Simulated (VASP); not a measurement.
Here is a VASP 6.6.1 calculation.

Contents of INCAR:

```
  PREC = Accurate
  ENCUT = 400
  EDIFF = 1E-6
  ISMEAR = 0
  SIGMA = 0.05
  LREAL = F
  LASPH = T
  NELM = 120
  ALGO = Normal
  ISIF = 2
  LWAVE = F
  LCHARG = F
  LDIPOL = T
  IDIPOL = 3
  DIPOL = 0.5 0.5 0.276
  GGA = PE
  IVDW = 12
  NBANDS = 62
  GGA_COMPAT = F
  NELMDL = -8
```

KPOINTS

```
regular mesh
0
Gamma
  6 6 1
```

POSCAR

```
Zr2HS4
1.0
    7.2976778227      0.0000000000      0.0000000000
   -3.6488389114      6.3199743831      0.0000000000
    0.0000000000      0.0000000000     20.9171506047
S Zr H
8 4 2
Direct
    0.3333333333      0.1666666667      0.1912306354
    0.3333333333      0.6666666667      0.1912306354
    0.8333333333      0.1666666667      0.1912306354
    0.8333333333      0.6666666667      0.1912306354
    0.1666666667      0.3333333333      0.3306927762
    0.1666666667      0.8333333333      0.3306927762
    0.6666666667      0.3333333333      0.3306927762
    0.6666666667      0.8333333333      0.3306927762
    0.0000000000      0.0000000000      0.2609617058
    0.0000000000      0.5000000000      0.2609617058
    0.5000000000      0.0000000000      0.2609617058
    0.5000000000      0.5000000000      0.2609617058
    0.3803136712      0.7606273424      0.3675046736
    0.4530196621      0.9060393242      0.3675046736
```

Potentials or basis: VASP PAW PBE potentials, release 64 (S, Zr_sv, H).

Run with:

```bash
$ cat potpaw_PBE.64/S/POTCAR potpaw_PBE.64/Zr_sv/POTCAR potpaw_PBE.64/H/POTCAR > POTCAR
$ mpirun -np 1 vasp_std > vasp.out
```

(1) Estimate the largest force.

(2) What does it give for the band gap on the k mesh?

(3) Estimate the dispersion energy per atom.

Answers

(1) 2.741 eV/Å.

(2) 0.54 eV (least direct gap 0.73 eV).

(3) -0.224 eV.
